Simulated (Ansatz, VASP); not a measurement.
## HPt6 in VASP and in Ansatz

INCAR

```
PREC = Accurate
ENCUT = 520
EDIFF = 1E-6
ISMEAR = 0
SIGMA = 0.1
LREAL = False
LASPH = True
NELM = 100
ALGO = Normal
ISIF = 2
LWAVE = False
LCHARG = False
LDIPOL = True
IDIPOL = 3
DIPOL = 0.5 0.5 0.304
GGA = PE
NBANDS = 74
```

The input KPOINTS:

```
regular mesh
0
Gamma
  6 6 1
```

Contents of POSCAR:

```
HPt6
1.0
    5.6145835605      0.0000000000      0.0000000000
   -2.8072917802      4.8623719950      0.0000000000
    0.0000000000      0.0000000000     22.6197373747
Pt H
12 2
Direct
    0.3333333333      0.1666666667      0.1768367127
    0.3333333333      0.6666666667      0.1768367127
    0.8333333333      0.1666666667      0.1768367127
    0.8333333333      0.6666666667      0.1768367127
    0.1666666667      0.3333333333      0.2789580515
    0.1666666667      0.8333333333      0.2789580515
    0.6666666667      0.3333333333      0.2789580515
    0.6666666667      0.8333333333      0.2789580515
    0.0000000000      0.0000000000      0.3810715055
    0.0000000000      0.5000000000      0.3810715055
    0.5000000000      0.0000000000      0.3810715055
    0.5000000000      0.5000000000      0.3810715055
    0.1350869492      0.2701738984      0.4575533837
    0.3649130508      0.7298261016      0.4575533837
```

Input for Ansatz:

```yaml
crystal:
  lattice:
    - [5.6145835605, 0.0, 0.0]
    - [-2.8072917802, 4.862371995, 0.0]
    - [0.0, 0.0, 22.6197373747]
  atoms:
    - { symbol: Pt, position: [0.3333333333, 0.1666666667, 0.1768367127] }
    - { symbol: Pt, position: [0.3333333333, 0.6666666667, 0.1768367127] }
    - { symbol: Pt, position: [0.8333333333, 0.1666666667, 0.1768367127] }
    - { symbol: Pt, position: [0.8333333333, 0.6666666667, 0.1768367127] }
    - { symbol: Pt, position: [0.1666666667, 0.3333333333, 0.2789580515] }
    - { symbol: Pt, position: [0.1666666667, 0.8333333333, 0.2789580515] }
    - { symbol: Pt, position: [0.6666666667, 0.3333333333, 0.2789580515] }
    - { symbol: Pt, position: [0.6666666667, 0.8333333333, 0.2789580515] }
    - { symbol: Pt, position: [0.0, 0.0, 0.3810715055] }
    - { symbol: Pt, position: [0.0, 0.5, 0.3810715055] }
    - { symbol: Pt, position: [0.5, 0.0, 0.3810715055] }
    - { symbol: Pt, position: [0.5, 0.5, 0.3810715055] }
    - { symbol: H, position: [0.1350869492, 0.2701738984, 0.4575533837] }
    - { symbol: H, position: [0.3649130508, 0.7298261016, 0.4575533837] }
basis:
  ecutwfc: 420
kpoints:
  mp_grid: { grid: [6, 6, 1] }
hamiltonian:
  xc: pbe
scf:
  occupations: { method: gaussian, width: 0.1 }
output:
  forces: true
  eigenvalues: true
efield:
  axis: 3
  dipole_correction: true
  ramp_width: 0.04
```

Alike in both runs: task single point; functional PBE; k mesh 6 × 6 × 1; occupations gaussian, width 0.1 eV; no spin polarisation.

|  | VASP | Ansatz |
| --- | --- | --- |
| version | VASP 6.6.1 | Ansatz 0.2.0 |
| potentials or method | VASP PAW PBE potentials, release 64 (Pt, H), cutoff 520 eV | scalar-relativistic, plane waves, PAW |
| valence electrons in the cell | 122 | 218 |

```tsv
	VASP	Ansatz	Ansatz less VASP
gap on the k mesh at the Fermi level (eV)	none	none	-
rms of the force components (eV/Å)	0.620	0.623	+0.0035
```

Atom by atom the forces differ by 0.009 eV/Å (rms over components). A gap of «none» marks a metal or a gap that the smearing closes. The functional is the same, so the differences come from potentials, cutoffs and numerics. VASP's potentials hold 122 valence electrons a cell and Ansatz's 218, so a difference there can come from the potentials and not from the codes.

Neither program's run includes spin-orbit coupling.
